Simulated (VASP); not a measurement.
Write the native input for VASP 6.6.1 that does the following.

| Item | Value |
| --- | --- |
| Task | single point |
| Functional | r2SCAN |
| Potentials or basis | VASP PAW PBE potentials, release 64 (Ga_d, P) |
| Cutoff | 520 eV |
| k mesh | 2 × 2 × 2 |
| Occupations | gaussian, width 0.01 eV |
| Spin | no spin polarisation |
| Dipole correction | no |
| Further INCAR settings | ALGO = Normal; EDIFF = 1e-07; NBANDS = 16 |

The system is GaP.

```
Ga P
1.0
     0.00000    2.72541    2.72541
     2.72541    0.00000    2.72541
     2.72541    2.72541    0.00000
Ga P
1 1
Direct
  0.00000 0.00000 0.00000
  0.25000 0.25000 0.25000
```

The input as run:

POSCAR

```
GaP
1.0
    0.0000000000      2.7254102088      2.7254102088
    2.7254102088      0.0000000000      2.7254102088
    2.7254102088      2.7254102088      0.0000000000
Ga P
1 1
Direct
    0.0000000000      0.0000000000      0.0000000000
    0.2500000000      0.2500000000      0.2500000000
```

INCAR.step1

```
PREC     = Accurate       # precision mode
ENCUT    = 520            # plane-wave cutoff, eV
ISMEAR   = 0              # smearing method
SIGMA    = 0.01           # smearing width, eV
LREAL    = False          # projectors in reciprocal space
LASPH    = True           # aspherical terms in the spheres
NELM     = 80             # most SCF steps
NBANDS   = 16             # bands
GGA      = PE             # functional
ALGO     = Normal         # electronic algorithm
EDIFF    = 1E-4           # SCF threshold, eV
LWAVE    = True           # write WAVECAR
LCHARG   = False          # write CHGCAR
```

INCAR.step2

```
PREC     = Accurate       # precision mode
ENCUT    = 520            # plane-wave cutoff, eV
EDIFF    = 1E-7           # SCF threshold, eV
ISMEAR   = 0              # smearing method
SIGMA    = 0.01           # smearing width, eV
LREAL    = False          # projectors in reciprocal space
LASPH    = True           # aspherical terms in the spheres
NELM     = 80             # most SCF steps
ALGO     = Normal         # electronic algorithm
ISIF     = 2              # what is computed and relaxed
LWAVE    = False          # write WAVECAR
LCHARG   = False          # write CHGCAR
METAGGA  = R2SCAN         # meta-GGA
LMIXTAU  = True         
NBANDS   = 16             # bands
ISTART   = 1
```

KPOINTS

```
Automatic mesh
0
Gamma
  2 2 2
```

Potentials or basis: VASP PAW PBE potentials, release 64 (Ga_d, P).

The run is started by

```console
$ cat potpaw_PBE.64/Ga_d/POTCAR potpaw_PBE.64/P/POTCAR > POTCAR
$ cp INCAR.step1 INCAR
$ mpirun -np 1 vasp_std > vasp.out
$ cp INCAR.step2 INCAR
$ mpirun -np 1 vasp_std > vasp.out
```

Results of the run:

| Item | Value |
| --- | --- |
| Pressure | 7.0 GPa |
| Band gap on the k mesh | 1.67 eV, indirect (least direct gap 2.30 eV) |

Caveat: the k points lie up to 1.00 Å⁻¹ apart; the PAW data sets were made with another functional, which shifts forces and pressure a little.

Wall time 14 s on 1 thread of Intel(R) Xeon(R) 6975P-C (Granite Rapids), with other jobs on the host, peak memory 0.16 GiB.
